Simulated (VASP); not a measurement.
A run of VASP 6.6.1 is set up as follows.

INCAR

```
ALGO = Normal ; EDIFF = 1E-6
ENCUT = 400 ; GGA = PE
GGA_COMPAT = F ; ISIF = 2
ISMEAR = -1 ; IVDW = 12
LASPH = T ; LCHARG = F
LREAL = F ; LWAVE = F
NBANDS = 42 ; NELM = 120
NELMDL = -8 ; PREC = Accurate
SIGMA = 0.05
```

Contents of KPOINTS:

```
k-points
0
Gamma
  1 2 1
```

File POSCAR:

```
Al
1.0
   12.1500000000      0.0000000000      0.0000000000
    0.0000000000      5.7275650000      0.0000000000
    0.0000000000      0.0000000000     15.8637820000
Al
18
Direct
    0.0000000000      0.0000000000      0.0630366706
    0.3333333333      0.0000000000      0.0630366706
    0.6666666667      0.0000000000      0.0630366706
    0.0000000000      0.5000030554      0.0630366706
    0.3333333333      0.5000030554      0.0630366706
    0.6666666667      0.5000030554      0.0630366706
    0.1705349794      0.1991072995      0.1335242756
    0.4621069959      0.3733523757      0.1888515614
    0.8295390947      0.1657423355      0.1722603097
    0.1480411523      0.7181411298      0.1568289327
    0.4920987654      0.8700381401      0.1676334181
    0.8300000000      0.7561852201      0.2444625122
   -0.0238518519      0.0382361440      0.2838667349
    0.2419341564     -0.1056644490      0.2928872825
    0.5954156379      0.0623825308      0.3111363986
    0.0240000000      0.5002474874      0.2887772916
    0.2790288066      0.4169660231      0.3085455915
    0.6478518519      0.5021505649      0.2682147296
```

Potentials or basis: VASP PAW PBE potentials, release 64 (Al).

The run is started by

```console
$ cat potpaw_PBE.64/Al/POTCAR > POTCAR
$ mpirun -np 1 vasp_std > vasp.out
```

Q: Estimate the largest force.

A: 1.631 eV/Å.

Q: What does it give for the band gap on the k mesh?

A: Zero (bands 27 and 28 overlap by 0.62 eV).

Forces in eV/Å, atoms in the order of the input:
```
Al  -0.757 -0.405  0.106
Al   0.465 -0.356 -0.305
Al   0.170 -0.034  0.131
Al  -0.590 -0.126  0.150
Al  -0.132  0.302  0.151
Al   0.057  0.051  0.251
Al  -0.008  1.075  0.577
Al   0.267 -0.092  0.249
Al  -0.496  0.879 -0.348
Al   0.222 -0.420 -0.197
Al   0.166 -0.574  0.218
Al  -1.037 -1.256  0.076
Al   1.411  0.140  0.225
Al   0.035  0.489  0.155
Al   0.328 -0.336 -0.488
Al  -0.190  0.272 -0.497
Al  -0.105 -0.178 -0.588
Al   0.194  0.570  0.135
```

Caveat: the k points lie up to 0.55 Å⁻¹ apart, too coarse for converged energies and pressures of a metal; the atoms stand as in a frame of molecular dynamics.
